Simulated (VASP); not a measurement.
# BeS (F-43m) in VASP: G0W0 quasiparticle levels with PBE

Aim: the G0W0 quasiparticle levels of BeS with PBE.

All numbers are computed with VASP 6.6.1; they aren't measurements. Logs are shortened: lines on timing, memory, paths and dates and some standing lists are left out, and cuts for length are marked.

### 1 The cell of the first run

It takes space group F-43m (No. 216, cubic). Conventional cell: a = 4.869 Å, b = 4.869 Å, c = 4.869 Å, α = 90.00°, β = 90.00°, γ = 90.00°. Within 2.8 Å of Be (site symmetry -43m) lie 4 S at 2.11 Å. S (site symmetry -43m) has 4 Be at 2.11 Å within 2.8 Å.

### 2 G0W0 quasiparticle levels, PBE

Contents of POSCAR:

```
BeS
1.0
    0.0000000000      2.4343066380      2.4343066380
    2.4343066380      0.0000000000      2.4343066380
    2.4343066380      2.4343066380      0.0000000000
Be S
1 1
Direct
    0.0000000000      0.0000000000      0.0000000000
    0.2500000000      0.2500000000      0.2500000000
```

Contents of INCAR.step1:

```
  PREC = Accurate
  ENCUT = 500
  EDIFF = 1E-8
  ISMEAR = 0
  SIGMA = 0.01
  LREAL = F
  LASPH = T
  NELM = 80
  ALGO = Normal
  LWAVE = T
  LCHARG = F
  GGA = PE
```

Contents of INCAR.step2:

```
  PREC = Accurate
  ENCUT = 500
  EDIFF = 1E-8
  ISMEAR = 0
  SIGMA = 0.01
  LREAL = F
  LASPH = T
  NELM = 1
  ALGO = Exact
  LWAVE = T
  LCHARG = F
  GGA = PE
  NBANDS = 112
  LOPTICS = T
  ISTART = 1
```

Contents of INCAR.step3:

```
  PREC = Accurate
  ENCUT = 500
  EDIFF = 1E-8
  ISMEAR = 0
  SIGMA = 0.01
  LREAL = F
  LASPH = T
  ALGO = EVGW0
  LWAVE = F
  LCHARG = F
  GGA = PE
  NELMGW = 1
  NBANDS = 112
  ENCUTGW = 140.0
  NOMEGA = 96
  PRECFOCK = Fast
  ISTART = 1
  NBANDSGW = 12
  OMEGAMAX = 20
```

Contents of KPOINTS:

```
regular mesh
0
Gamma
  4 4 4
```

Potentials or basis: VASP PAW PBE potentials, release 64 (Be_GW, S_GW).

Command:

```bash
cat potpaw_PBE.64/Be_GW/POTCAR potpaw_PBE.64/S_GW/POTCAR > POTCAR
cp INCAR.step1 INCAR
mpirun -np 1 vasp_std > vasp.out
cp INCAR.step2 INCAR
mpirun -np 1 vasp_std > vasp.out
cp INCAR.step3 INCAR
mpirun -np 1 vasp_std > vasp.out
```

OUTCAR:

```text
PREC = Accurate
   ENCUT = 500
   EDIFF = 1E-8
   ISMEAR = 0
   LREAL = F
   LASPH = T
   GGA = PE
   NELMGW = 1
   ENCUTGW = 140.0
   PRECFOCK = Fast
   ISTART = 1

 ion  position               nearest neighbor table
   1  0.000  0.000  0.000-   2 2.11   2 2.11   2 2.11   2 2.11
   2  0.250  0.250  0.250-   1 2.11   1 2.11   1 2.11   1 2.11

  LATTYP: Found a face centered cubic cell.
 ALAT       =     4.8686132760

  Lattice vectors:

 A1 = (   0.0000000000,   2.4343066380,   2.4343066380)
 A2 = (   2.4343066380,   0.0000000000,   2.4343066380)
 A3 = (   2.4343066380,   2.4343066380,   0.0000000000)

Analysis of symmetry for initial positions (statically):
=====================================================================
 Subroutine PRICEL returns:
 Original cell was already a primitive cell.

 Routine SETGRP: Setting up the symmetry group for a
 face centered cubic supercell.

 Subroutine GETGRP returns: Found 24 space group operations
 (whereof 24 operations were pure point group operations)
 out of a pool of 48 trial point group operations.

The static configuration has the point symmetry T_d .

Analysis of symmetry for dynamics (positions and initial velocities):
=====================================================================
 Subroutine PRICEL returns:
 Original cell was already a primitive cell.

 Routine SETGRP: Setting up the symmetry group for a
 face centered cubic supercell.

 Subroutine GETGRP returns: Found 24 space group operations
 (whereof 24 operations were pure point group operations)
 out of a pool of 48 trial point group operations.

The dynamic configuration has the point symmetry T_d .

 Subroutine INISYM returns: Found 24 space group operations
 (whereof 24 operations are pure point group operations),
 and found     1 'primitive' translations

----------------------------------------------------------------------------------------

                                     Primitive cell

  volume of cell :      28.8507

  direct lattice vectors                    reciprocal lattice vectors
     0.000000000  2.434306638  2.434306638    -0.205397296  0.205397296  0.205397296
     2.434306638  0.000000000  2.434306638     0.205397296 -0.205397296  0.205397296
     2.434306638  2.434306638  0.000000000     0.205397296  0.205397296 -0.205397296

  length of vectors
     3.442629462  3.442629462  3.442629462     0.355758552  0.355758552  0.355758552

  position of ions in fractional coordinates (direct lattice)
     0.000000000  0.000000000  0.000000000
     0.250000000  0.250000000  0.250000000

  ion indices of the primitive-cell ions
   primitive index   ion index
                 1           1
                 2           2

----------------------------------------------------------------------------------------

 KPOINTS: regular mesh

Automatic generation of k-mesh.
 Grid dimensions read from file:
 generate k-points for:    4    4    4

 Generating k-lattice:

  Cartesian coordinates                     Fractional coordinates (reciprocal lattice)
    -0.051349324  0.051349324  0.051349324     0.250000000  0.000000000  0.000000000
     0.051349324 -0.051349324  0.051349324     0.000000000  0.250000000  0.000000000
     0.051349324  0.051349324 -0.051349324     0.000000000  0.000000000  0.250000000

  Length of vectors
     0.088939638  0.088939638  0.088939638

  Shift w.r.t. Gamma in fractional coordinates (k-lattice)
     0.000000000  0.000000000  0.000000000

 Subroutine IBZKPT returns following result:
 ===========================================

 Found      8 irreducible k-points:

 Following reciprocal coordinates:
            Coordinates               Weight
  0.000000  0.000000  0.000000      1.000000
  0.250000  0.000000  0.000000      8.000000
  0.500000  0.000000  0.000000      4.000000
  0.250000  0.250000  0.000000      6.000000
  0.500000  0.250000  0.000000     24.000000
 -0.250000  0.250000  0.000000     12.000000
  0.500000  0.500000  0.000000      3.000000
 -0.250000  0.500000  0.250000      6.000000
   k-points           NKPTS =      8   k-points in BZ     NKDIM =     64   number of bands    NBANDS=    112
   number of dos      NEDOS =    301   number of ions     NIONS =      2
   total plane-waves  NPLWV =  21952
   dimension x,y,z NGX =    28 NGY =   28 NGZ =   28
   dimension x,y,z NGXF=    56 NGYF=   56 NGZF=   56
   ions per type =               1   1
   NGX,Y,Z   is equivalent  to a cutoff of  13.52, 13.52, 13.52 a.u.
   NGXF,Y,Z  is equivalent  to a cutoff of  27.04, 27.04, 27.04 a.u.
 SYSTEM =  unknown system
   PREC   = accura    normal or accurate (medium, high low for compatibility)
   ISTART =      1    job   : 0-new  1-cont  2-samecut
   ICHARG =      0    charge: 1-file 2-atom 10-const
   ISPIN  =      1    spin polarized calculation?
   LNONCOLLINEAR =      F non collinear calculations
   LSORBIT =      F    spin-orbit coupling
   LASPH  =      T    aspherical Exc in radial PAW
   ENCUT  =  500.0 eV  36.75 Ry    6.06 a.u.   6.28  6.28  6.28*2*pi/ulx,y,z
   NELM   =     60;   NELMIN=  2; NELMDL=  0     # of ELM steps
   EDIFF  = 0.1E-07   stopping-criterion for ELM
   LREAL  =      F    real-space projection
   EDIFFG = 0.1E-06   stopping-criterion for IOM
   NSW    =      0    number of steps for IOM
   IBRION =     -1    ionic relax: 0-MD 1-quasi-New 2-CG
   NFREE  =      0    steps in history (QN), initial steepest desc. (CG)
   ISIF   =      0    stress and relaxation
   ISYM   =      3    0-nonsym 1-usesym 2-fastsym
   POTIM  = 0.5000    time-step for ionic-motion
   TEBEG  =    0.0;   TEEND  =   0.0 temperature during run
   PSTRESS=    0.0 pullay stress
   NELECT =       8.0000    total number of electrons
   NUPDOWN=      -1.0000    fix difference up-down
   EMIN   =  10.00;   EMAX   =-10.00  energy-range for DOS
   EFERMI =   0.00;   METHOD = LEGACY
   ISMEAR =     0;   SIGMA  =   0.01  broadening in eV -4-tet -1-fermi 0-gaus
   EFERMI_NEDOS =   21; number of points for ismear=-14 and -15
   IALGO  =     38    algorithm
   IMIX   =      4    mixing-type and parameters
     AMIX     =   0.40;   BMIX     =  1.00
     AMIX_MAG =   1.60;   BMIX_MAG =  1.00
  volume/ion in A,a.u.               =      14.43        97.35
  Fermi-wavevector in a.u.,A,eV,Ry     =   1.067545  2.017368 15.505913  1.139652
  Thomas-Fermi vector in A             =   2.203165
   LORBIT       =      0    0 simple, 1 ext, 2 COOP (PROOUT), +10 PAW based schemes
   GGA     = PE    functional components
   LHFCALC =     T    Hartree Fock is set to
   PRECFOCK=fast      Normal, Fast or Accurate (Low or Medium for compatibility)
   ENCUT4O =  -1.0   cutoff for four orbital integrals eV
   NKREDX  =     1    reduce k-point grid by
   NKREDY  =     1    reduce k-point grid by
   NKREDZ  =     1    reduce k-point grid by
   AEXX    =    1.0000 exact exchange contribution
   HFSCREEN=    0.0000 screening length (either q_TF or 0.3 A-1)
   HFSCREENC=   0.0000 screening length for correlation (either q_TF or 0.3 A-1)
   ENCUTFOCK=  -1.0 apply spherical cutoff to Coloumb kernel
   IVDW    =     0    specifies the selected vdW correction
   LEPSILON=     F    determine dielectric tensor
   LRPA    =     F    only Hartree local field effects (RPA)
   LRPAFORCE           =     F    calculate RPA forces
   ENCUTGW             = 140.0    cutoff for response function in eV
   ENCUTGWSOFT         = 112.0    soft cutoff for Coulomb kernel in GW response function in eV
   ENCUTLF             =  -1.0    cutoff for local field effects
   NELMGW              =     1    number of iterations in solving QP/BSE equation
   NELMHF              =     1    number of iterations in the inner HF iteration
   NKREDLFX            =     1    NKREDLFY  =   1   NKREDLFZ  =   1
 non-spin polarized calculation
 Gauss-broadening in eV      SIGMA  =   0.01
  energy-cutoff  :      500.00
  volume of cell :       28.85
 maximum number of plane-waves:       754
 NGX is ok and might be reduce to    28
  NGX = 14; NGY = 14; NGZ = 14
   NGX = 13   NGY = 13   NGZ = 13
 maximum number of plane-waves:       116
 NGX is ok and might be reduce to    14

 QP shifts <psi_nk| G(iteration)W_0 |psi_nk>: iteration 1
 for sc-GW calculations column KS-energies equals QP-energies in previous step
 and V_xc(KS)=  KS-energies - (<T + V_ion + V_H > + <T+V_H+V_ion>^1  + <V_x>^1)

 k-point   1 :       0.0000    0.0000    0.0000
  band No.  KS-energies  QP-energies   sigma(KS)   V_xc(KS)     V^pw_x(r,r')   Z            occupation Imag(sigma)

      1      -9.9238     -10.9590     -14.0888     -12.7969     -21.3167       0.8013       2.0000       1.5524
      2       3.6985       2.7493     -14.9111     -13.7029     -16.6002       0.7857       2.0000       0.0280
      3       3.6985       2.7493     -14.9111     -13.7029     -16.6002       0.7857       2.0000       0.0280
      4       3.6985       2.7493     -14.9111     -13.7029     -16.6002       0.7857       2.0000       0.0280
      5       9.3382      10.0591      -9.6137     -10.5184      -5.2071       0.7967       0.0000      -0.0541
      6       9.3382      10.0591      -9.6137     -10.5184      -5.2071       0.7967       0.0000      -0.0541
      7       9.3382      10.0591      -9.6137     -10.5184      -5.2071       0.7967       0.0000      -0.0541
      8       9.4800       9.9454      -9.8327     -10.4162      -5.2385       0.7975       0.0000      -0.0590
      9      16.3137      17.1054     -10.4004     -11.4347      -4.9428       0.7655       0.0000      -0.1474
     10      16.3137      17.1054     -10.4004     -11.4347      -4.9428       0.7655       0.0000      -0.1474
     11      18.4840      18.4638      -8.5516      -8.5247      -2.3184       0.7511       0.0000      -0.3883
     12      20.1712      20.3004      -8.5092      -8.6743      -2.2504       0.7823       0.0000      -0.4963

 k-point   2 :       0.2500    0.0000    0.0000
  band No.  KS-energies  QP-energies   sigma(KS)   V_xc(KS)     V^pw_x(r,r')   Z            occupation Imag(sigma)
[... 97 lines left out ...]
      1      -7.7559      -8.4668     -14.9041     -13.9285     -21.5811       0.7286       2.0000       0.9708
      2      -0.5221      -1.7819     -13.6754     -11.9915     -16.6418       0.7482       2.0000       0.0635
      3      -0.1174      -1.3046     -13.3647     -11.8017     -15.9977       0.7596       2.0000       0.0533
      4       0.3978      -0.7210     -13.1923     -11.7282     -15.5647       0.7642       2.0000       0.0433
      5      10.1403      10.5761      -9.9649     -10.5107      -5.6277       0.7987       0.0000      -0.0595
      6      11.7545      12.3426      -9.3534     -10.0920      -4.6353       0.7962       0.0000      -0.0675
      7      12.0695      12.7122      -9.3924     -10.2212      -4.1861       0.7754       0.0000      -0.0838
      8      12.4441      13.2133     -10.7968     -11.8058      -5.6127       0.7623       0.0000      -0.0844
      9      17.8162      18.6826     -10.7572     -11.9142      -4.5042       0.7489       0.0000      -0.2857
     10      17.9928      18.5620     -10.7172     -11.4961      -4.1889       0.7308       0.0000      -0.3545
     11      20.4504      21.2819     -10.7090     -11.8088      -4.0217       0.7560       0.0000      -0.5097
     12      22.0868      22.4835     -10.0508     -10.5489      -3.4749       0.7964       0.0000      -0.7988
```

It took 34 s on 1 thread of Intel Xeon 6975P-C (Granite Rapids), shared host; peak memory 0.26 GiB.

What came out:

```yaml
Quasiparticle_gap: 4.39 eV
Least_direct_quasiparticle_gap: 7.18 eV
Band_gap_of_the_starting_levels_on_the_mesh: 3.12 eV
Least_direct_gap_of_the_starting_levels_on_the_mesh: 5.64 eV
```

Caveat: the k points lie up to 0.56 Å⁻¹ apart; bands, screening cutoff and mesh are small and nothing is extrapolated, so the quasiparticle values aren't converged.
